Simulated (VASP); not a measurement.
TiO2, 6 atoms in the cell. The structure is tetragonal, space group I4_1/amd (No. 141). Conventional cell: a = 3.835 Å, b = 3.835 Å, c = 9.639 Å, α = 90.00°, β = 90.00°, γ = 90.00°. Within 2.6 Å of Ti (site symmetry -4m2) lie 6 O at 1.96 to 1.99 Å. Within 2.6 Å of O (site symmetry 2mm) lie 3 Ti at 1.96 to 1.99 Å and 2 O at 2.48 Å.  This cell differs from its parent crystal: volume scaled by 1.04.

```yaml
Program: VASP 6.6.1
Task: single point
Functional: PBE
Potentials_or_basis: VASP PAW PBE potentials, release 64 (Ti_sv, O)
Cutoff: 520 eV
k_mesh: 13 × 13 × 13
Occupations: fermi-dirac, width 0.08 eV
Spin: no spin polarisation
Dipole_correction: no
Further_INCAR_settings: ALGO = Normal; EDIFF = 1e-06; NBANDS = 33
```

Potentials or basis: VASP PAW PBE potentials, release 64 (Ti_sv, O).

Launch:

```console
$ cat potpaw_PBE.64/Ti_sv/POTCAR potpaw_PBE.64/O/POTCAR > POTCAR
$ mpirun -np 1 vasp_std > vasp.out
```

Hardware: 1 thread of Intel(R) Xeon(R) 6975P-C (Granite Rapids), with other jobs on the host.

**Question.** Estimate the wall time of this run.

**Answer.** It took 8.1 min on 1 thread of Intel(R) Xeon(R) 6975P-C (Granite Rapids) (shared host), peak memory 0.5 GiB. Counts: scf iterations 16, k points 196.
